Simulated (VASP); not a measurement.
# TiO2 (Pbca) in VASP: single point with PBE

Aim: the single point of TiO2 with PBE.

All numbers are computed with VASP 6.6.1; they aren't measurements. Logs are shortened: lines on timing, memory, paths and dates and some standing lists are left out, and cuts for length are marked.

## 1. The cell of the first run

Symmetry: Pbca, No. 61, orthorhombic system. The conventional cell has a = 5.075 Å, b = 9.061 Å, c = 5.373 Å, α = 90.00°, β = 90.00°, γ = 90.00°. Ti (site symmetry 1) has 6 O at 1.84 to 2.03 Å within 2.4 Å. Within 3.0 Å of O (site symmetry 1) lie 3 Ti at 1.89 to 2.03 Å and 11 O at 2.51 to 2.95 Å. Within 2.4 Å of O (site symmetry 1) lie 3 Ti at 1.84 to 2.01 Å.

## 2. Single point, PBE (10.30 Å³/atom)

File INCAR:

```
PREC = Accurate
ENCUT = 520
EDIFF = 1E-6
ISMEAR = -1
SIGMA = 0.02
LREAL = Auto
LASPH = True
NELM = 80
ALGO = Normal
ISIF = 2
LWAVE = False
LCHARG = False
GGA = PE
NBANDS = 114
```

File KPOINTS:

```
regular mesh
0
Gamma
  5 3 5
```

File POSCAR:

```
TiO2
1.0
    5.0754644490      0.0000000000      0.0000000000
    0.0000000000      9.0608631611      0.0000000000
    0.0000000000      0.0000000000      5.3733828676
Ti O
8 16
Direct
    0.1384630811      0.1292299255      0.9030199055
    0.6384630811      0.3707700745      0.0969800945
    0.8615369189      0.6292299255      0.5969800945
    0.3615369189      0.8707700745      0.4030199055
    0.8615369189      0.8707700745      0.0969800945
    0.3615369189      0.6292299255      0.9030199055
    0.1384630811      0.3707700745      0.4030199055
    0.6384630811      0.1292299255      0.5969800945
    0.4622956285      0.2319936780      0.8874308118
    0.9622956285      0.2680063220      0.1125691882
    0.5377043715      0.7319936780      0.6125691882
    0.0377043715      0.7680063220      0.3874308118
    0.5377043715      0.7680063220      0.1125691882
    0.0377043715      0.7319936780      0.8874308118
    0.4622956285      0.2680063220      0.3874308118
    0.9622956285      0.2319936780      0.6125691882
    0.8122481123      0.0085039183      0.8491215206
    0.3122481123      0.4914960817      0.1508784794
    0.1877518877      0.5085039183      0.6508784794
    0.6877518877      0.9914960817      0.3491215206
    0.1877518877      0.9914960817      0.1508784794
    0.6877518877      0.5085039183      0.8491215206
    0.8122481123      0.4914960817      0.3491215206
    0.3122481123      0.0085039183      0.6508784794
```

Potentials or basis: VASP PAW PBE potentials, release 64 (Ti_sv, O).

Launch:

```sh
$ cat potpaw_PBE.64/Ti_sv/POTCAR potpaw_PBE.64/O/POTCAR > POTCAR
$ mpirun -np 1 vasp_std > vasp.out
```

OUTCAR:

```text
PREC = Accurate
   ENCUT = 520
   EDIFF = 1E-6
   ISMEAR = -1
   LREAL = Auto
   LASPH = True
   NELM = 80
   ISIF = 2
   GGA = PE

 ion  position               nearest neighbor table
   1  0.138  0.129  0.903-  21 1.84   9 1.89  10 1.91  24 1.95  17 2.01  16 2.03
   2  0.638  0.371  0.097-  22 1.84  10 1.89   9 1.91  23 1.95  18 2.01  15 2.03
   3  0.862  0.629  0.597-  23 1.84  11 1.89  12 1.91  22 1.95  19 2.01  14 2.03
   4  0.362  0.871  0.403-  24 1.84  12 1.89  11 1.91  21 1.95  20 2.01  13 2.03
   5  0.862  0.871  0.097-  17 1.84  13 1.89  14 1.91  20 1.95  21 2.01  12 2.03
   6  0.362  0.629  0.903-  18 1.84  14 1.89  13 1.91  19 1.95  22 2.01  11 2.03
   7  0.138  0.371  0.403-  19 1.84  15 1.89  16 1.91  18 1.95  23 2.01  10 2.03
   8  0.638  0.129  0.597-  20 1.84  16 1.89  15 1.91  17 1.95  24 2.01   9 2.03
   9  0.462  0.232  0.887-   1 1.89   2 1.91   8 2.03
  10  0.962  0.268  0.113-   2 1.89   1 1.91   7 2.03
  11  0.538  0.732  0.613-   3 1.89   4 1.91   6 2.03
  12  0.038  0.768  0.387-   4 1.89   3 1.91   5 2.03
  13  0.538  0.768  0.113-   5 1.89   6 1.91   4 2.03
  14  0.038  0.732  0.887-   6 1.89   5 1.91   3 2.03
[... 8 lines left out ...]
  23  0.812  0.491  0.349-   3 1.84   2 1.95   7 2.01
  24  0.312  0.009  0.651-   4 1.84   1 1.95   8 2.01

  LATTYP: Found a simple orthorhombic cell.
 ALAT       =     5.0754644490
 B/A-ratio  =     1.0586977648
 C/A-ratio  =     1.7852283771

  Lattice vectors:

 A1 = (  -5.0754644490,   0.0000000000,   0.0000000000)
 A2 = (   0.0000000000,   0.0000000000,   5.3733828676)
 A3 = (   0.0000000000,   9.0608631611,   0.0000000000)

Analysis of symmetry for initial positions (statically):
=====================================================================
 Subroutine PRICEL returns:
 Original cell was already a primitive cell.

 Routine SETGRP: Setting up the symmetry group for a
 simple orthorhombic supercell.

 Subroutine GETGRP returns: Found  8 space group operations
 (whereof  2 operations were pure point group operations)
 out of a pool of  8 trial point group operations.

The static configuration has the point symmetry S_2 .
 The point group associated with its full space group is D_2h.

Analysis of symmetry for dynamics (positions and initial velocities):
=====================================================================
 Subroutine PRICEL returns:
 Original cell was already a primitive cell.

 Routine SETGRP: Setting up the symmetry group for a
 simple orthorhombic supercell.

 Subroutine GETGRP returns: Found  8 space group operations
 (whereof  2 operations were pure point group operations)
 out of a pool of  8 trial point group operations.

The dynamic configuration has the point symmetry S_2 .
 The point group associated with its full space group is D_2h.

 Subroutine INISYM returns: Found  8 space group operations
 (whereof  2 operations are pure point group operations),
 and found     1 'primitive' translations

----------------------------------------------------------------------------------------

                                     Primitive cell

  volume of cell :     247.1116

  direct lattice vectors                    reciprocal lattice vectors
     5.075464449  0.000000000  0.000000000     0.197026304  0.000000000  0.000000000
     0.000000000  9.060863161  0.000000000     0.000000000  0.110364761  0.000000000
     0.000000000  0.000000000  5.373382868     0.000000000  0.000000000  0.186102503

  length of vectors
     5.075464449  9.060863161  5.373382868     0.197026304  0.110364761  0.186102503

  position of ions in fractional coordinates (direct lattice)
     0.138463081  0.129229925  0.903019906
     0.638463081  0.370770075  0.096980094
     0.861536919  0.629229925  0.596980094
     0.361536919  0.870770075  0.403019906
     0.861536919  0.870770075  0.096980094
     0.361536919  0.629229925  0.903019906
[... 16 lines left out ...]
     0.812248112  0.491496082  0.349121521
     0.312248112  0.008503918  0.650878479

  ion indices of the primitive-cell ions
   primitive index   ion index
                 1           1
                 2           2
                 3           3
                 4           4
                 5           5
                 6           6
[... 16 lines left out ...]
                23          23
                24          24

----------------------------------------------------------------------------------------

 KPOINTS: regular mesh

Automatic generation of k-mesh.
 Grid dimensions read from file:
 generate k-points for:    5    3    5

 Generating k-lattice:

  Cartesian coordinates                     Fractional coordinates (reciprocal lattice)
     0.039405261  0.000000000  0.000000000     0.200000000  0.000000000  0.000000000
     0.000000000  0.036788254  0.000000000     0.000000000  0.333333333  0.000000000
     0.000000000  0.000000000  0.037220501     0.000000000  0.000000000  0.200000000

  Length of vectors
     0.039405261  0.036788254  0.037220501

  Shift w.r.t. Gamma in fractional coordinates (k-lattice)
     0.000000000  0.000000000  0.000000000

 Subroutine IBZKPT returns following result:
 ===========================================

 Found     18 irreducible k-points:

 Following reciprocal coordinates:
            Coordinates               Weight
  0.000000  0.000000  0.000000      1.000000
  0.200000  0.000000  0.000000      2.000000
  0.400000  0.000000  0.000000      2.000000
  0.000000  0.333333  0.000000      2.000000
  0.200000  0.333333  0.000000      4.000000
  0.400000  0.333333  0.000000      4.000000
[... 10 lines left out ...]
  0.200000  0.333333  0.400000      8.000000
  0.400000  0.333333  0.400000      8.000000
   k-points           NKPTS =     18   k-points in BZ     NKDIM =     18   number of bands    NBANDS=    114
   number of dos      NEDOS =    301   number of ions     NIONS =     24
   total plane-waves  NPLWV = 112000
   dimension x,y,z NGX =    40 NGY =   70 NGZ =   40
   dimension x,y,z NGXF=    80 NGYF=  140 NGZF=   80
   ions per type =               8  16
   NGX,Y,Z   is equivalent  to a cutoff of  13.10, 12.84, 12.38 a.u.
   NGXF,Y,Z  is equivalent  to a cutoff of  26.20, 25.69, 24.75 a.u.
 SYSTEM =  unknown system
   PREC   = accura    normal or accurate (medium, high low for compatibility)
   ISTART =      0    job   : 0-new  1-cont  2-samecut
   ICHARG =      2    charge: 1-file 2-atom 10-const
   ISPIN  =      1    spin polarized calculation?
   LNONCOLLINEAR =      F non collinear calculations
   LSORBIT =      F    spin-orbit coupling
   LASPH  =      T    aspherical Exc in radial PAW
   ENCUT  =  520.0 eV  38.22 Ry    6.18 a.u.   9.44 16.85  9.99*2*pi/ulx,y,z
   NELM   =     80;   NELMIN=  2; NELMDL= -5     # of ELM steps
   EDIFF  = 0.1E-05   stopping-criterion for ELM
   LREAL  =      T    real-space projection
   EDIFFG = 0.1E-04   stopping-criterion for IOM
   NSW    =      0    number of steps for IOM
   IBRION =     -1    ionic relax: 0-MD 1-quasi-New 2-CG
   NFREE  =      0    steps in history (QN), initial steepest desc. (CG)
   ISIF   =      2    stress and relaxation
   ISYM   =      2    0-nonsym 1-usesym 2-fastsym
   POTIM  = 0.5000    time-step for ionic-motion
   TEBEG  =    0.0;   TEEND  =   0.0 temperature during run
   PSTRESS=    0.0 pullay stress
   NELECT =     192.0000    total number of electrons
   NUPDOWN=      -1.0000    fix difference up-down
   EMIN   =  10.00;   EMAX   =-10.00  energy-range for DOS
   EFERMI =   0.00;   METHOD = LEGACY
   ISMEAR =    -1;   SIGMA  =   0.02  broadening in eV -4-tet -1-fermi 0-gaus
   EFERMI_NEDOS =   21; number of points for ismear=-14 and -15
   IALGO  =     38    algorithm
   IMIX   =      4    mixing-type and parameters
     AMIX     =   0.40;   BMIX     =  1.00
     AMIX_MAG =   1.60;   BMIX_MAG =  1.00
  volume/ion in A,a.u.               =      10.30        69.48
  Fermi-wavevector in a.u.,A,eV,Ry     =   1.505027  2.844088 30.818628  2.265105
  Thomas-Fermi vector in A             =   2.615929
   LORBIT       =      0    0 simple, 1 ext, 2 COOP (PROOUT), +10 PAW based schemes
   GGA     = PE    functional components
   LHFCALC =     F    Hartree Fock is set to
   AEXX    =    0.0000 exact exchange contribution
   IVDW    =     0    specifies the selected vdW correction
   LEPSILON=     F    determine dielectric tensor
   LRPA    =     F    only Hartree local field effects (RPA)
 non-spin polarized calculation
  energy-cutoff  :      520.00
  volume of cell :      247.11
 maximum number of plane-waves:      6687
 NGX is ok and might be reduce to    40
   NGX = 19   NGY = 33   NGZ = 19

 number of electron     191.9999969 magnetization

 Free energy of the ion-electron system (eV)
  ---------------------------------------------------
  ext. energy  EPLUGINS =         0.00000000
  ---------------------------------------------------
  free energy    TOTEN  =      -214.34808742 eV

  energy without entropy =     -214.34808742  energy(sigma->0) =     -214.34808742

 E-fermi :   4.9529     XC(G=0): -11.4062

 val. band max:        4.5555038632   @ k =   0.0000   0.0000   0.0000
 cond. band min:       6.8902640671   @ k =   0.0000   0.0000   0.0000
 fundamental gap:      2.3347602039
 Fermi energy:         4.9529105432

 k-point     1 :       0.0000    0.0000    0.0000
  band No.  band energies     occupation
      1     -51.8091      2.00000
      2     -51.7971      2.00000
      3     -51.7825      2.00000
      4     -51.7705      2.00000
      5     -51.7686      2.00000
      6     -51.7686      2.00000
[... 100 lines left out ...]
    107       7.9691      0.00000
    108       8.1020      0.00000

 k-point     2 :       0.2000    0.0000    0.0000
  band No.  band energies     occupation
      1     -51.8053      2.00000
      2     -51.7944      2.00000
      3     -51.7791      2.00000
      4     -51.7725      2.00000
      5     -51.7714      2.00000
      6     -51.7683      2.00000
[... 1768 lines left out ...]
 k-point    18 :       0.4000    0.3333    0.4000
  band No.  band energies     occupation
      1     -51.7893      2.00000
      2     -51.7875      2.00000
      3     -51.7852      2.00000
      4     -51.7851      2.00000
      5     -51.7633      2.00000
      6     -51.7615      2.00000
[... 100 lines left out ...]
    107       8.0842      0.00000
    108       8.1063      0.00000
 [bands above 108 left out]

------------------------ aborting loop because EDIFF is reached ----------------------------------------

  FORCE on cell =-STRESS in cart. coord.  units (eV):
  Direction    XX          YY          ZZ          XY          YZ          ZX
  --------------------------------------------------------------------------------------
  -------------------------------------------------------------------------------------
  Total       22.0634866     23.4157292     23.7792987      0.0000000      0.0000000     -0.0000000
  in kB      143.0512239    151.8186485    154.1758943      0.0000000      0.0000000     -0.0000000
  external PRESSURE =     149.6819223 kB  Pullay stress =       0.0000000 kB

 VOLUME and BASIS-vectors are now :
 -----------------------------------------------------------------------------
  energy-cutoff  :      520.00
  volume of cell :      247.11
      direct lattice vectors                 reciprocal lattice vectors
     5.075464449  0.000000000  0.000000000     0.197026304  0.000000000  0.000000000
     0.000000000  9.060863161  0.000000000     0.000000000  0.110364761  0.000000000
     0.000000000  0.000000000  5.373382868     0.000000000  0.000000000  0.186102503

 POSITION                                       TOTAL-FORCE (eV/Angst)
 -----------------------------------------------------------------------------------
      0.70276      1.17093      4.85227        -0.012409      0.003684     -0.020443
      3.24050      3.35950      0.52111        -0.012409     -0.003684      0.020443
      4.37270      5.70137      3.20780         0.012409      0.003684      0.020443
      1.83497      7.88993      2.16558         0.012409     -0.003684     -0.020443
      4.37270      7.88993      0.52111         0.012409     -0.003684      0.020443
      1.83497      5.70137      4.85227         0.012409      0.003684     -0.020443
[... 16 lines left out ...]
      4.12254      4.45338      1.87596        -0.023275     -0.009340     -0.028770
      1.58480      0.07705      3.49742        -0.023275      0.009340      0.028770
 -----------------------------------------------------------------------------------
    total drift:                                0.000000      0.000000      0.000000

  FREE ENERGIE OF THE ION-ELECTRON SYSTEM (eV)
  ---------------------------------------------------
  free  energy   TOTEN  =      -214.3480874178 eV

  energy  without entropy=     -214.3480874178  energy(sigma->0) =     -214.34808742
```

Wall time 44 min (1 thread of Intel Xeon 8259CL, shared host); peak memory 0.47 GiB.

What came out:

| Item | Value |
| --- | --- |
| Free energy | -214.3481 eV |
| Pressure | 15.0 GPa |
| Largest force | 0.038 eV/Å |
| Band gap on the k mesh | 2.33 eV |

Forces in eV/Å, atoms in the order of the input:
```
Ti  -0.012  0.004 -0.020
Ti  -0.012 -0.004  0.020
Ti   0.012  0.004  0.020
Ti   0.012 -0.004 -0.020
Ti   0.012 -0.004  0.020
Ti   0.012  0.004 -0.020
Ti  -0.012 -0.004 -0.020
Ti  -0.012  0.004  0.020
O    0.020  0.019  0.000
O    0.020 -0.019  0.000
O   -0.020  0.019  0.000
O   -0.020 -0.019  0.000
O   -0.020 -0.019  0.000
O   -0.020  0.019  0.000
O    0.020 -0.019  0.000
O    0.020  0.019  0.000
O   -0.023  0.009 -0.029
O   -0.023 -0.009  0.029
O    0.023  0.009  0.029
O    0.023 -0.009 -0.029
O    0.023 -0.009  0.029
O    0.023  0.009 -0.029
O   -0.023 -0.009 -0.029
O   -0.023  0.009  0.029
```

Stress tensor (GPa, compression positive):
```
14.31  0.00  0.00
 0.00 15.18  0.00
 0.00  0.00 15.42
```

Levels at points of the mesh, in eV from the valence-band top:
```csv
k point,band 93,band 94,band 95,band 96,band 97,band 98,band 99,band 100
"(0.00, 0.00, 0.00)",-0.49,-0.22,-0.16,0.00,2.33,2.79,2.98,2.99
```

Caveat: the cell stands under pressure.
